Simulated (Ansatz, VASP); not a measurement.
BeS: VASP beside Ansatz

```xyz
2
Lattice="0.0000 2.4350 2.4350 2.4350 0.0000 2.4350 2.4350 2.4350 0.0000" Properties=species:S:1:pos:R:3 pbc="T T T"
Be    0.0000    0.0000    0.0000
S     1.2175    1.2175    1.2175
```

Alike in both runs: task relaxation of cell and atoms; functional PBEsol; k mesh 10 × 10 × 10; occupations gaussian, width 0.02 eV; no spin polarisation.

```csv
,VASP,Ansatz
version,VASP 6.6.1,Ansatz 0.2.0
potentials or method,"VASP PAW PBE potentials, release 64 (Be, S), cutoff 600 eV","scalar-relativistic, plane waves, PAW"
valence electrons in the cell,8,8
```

VASP gave:

| Property | Result |
| --- | --- |
| gap on the k mesh at the Fermi level, each at its own relaxed structure (eV) | 2.92 |
| relaxed volume (Å³/atom) | 14.18 |
| relaxed cell length with the largest relative difference (Å) | 3.423 |

**Question.** What did Ansatz give for the same quantities?

**Answer.** gap on the k mesh at the Fermi level, each at its own relaxed structure (eV): 2.91; relaxed volume (Å³/atom): 14.15; relaxed cell length with the largest relative difference (Å): 3.421.

VASP's potentials were made for PBE, not for PBEsol, and Ansatz warns of the same on its side.
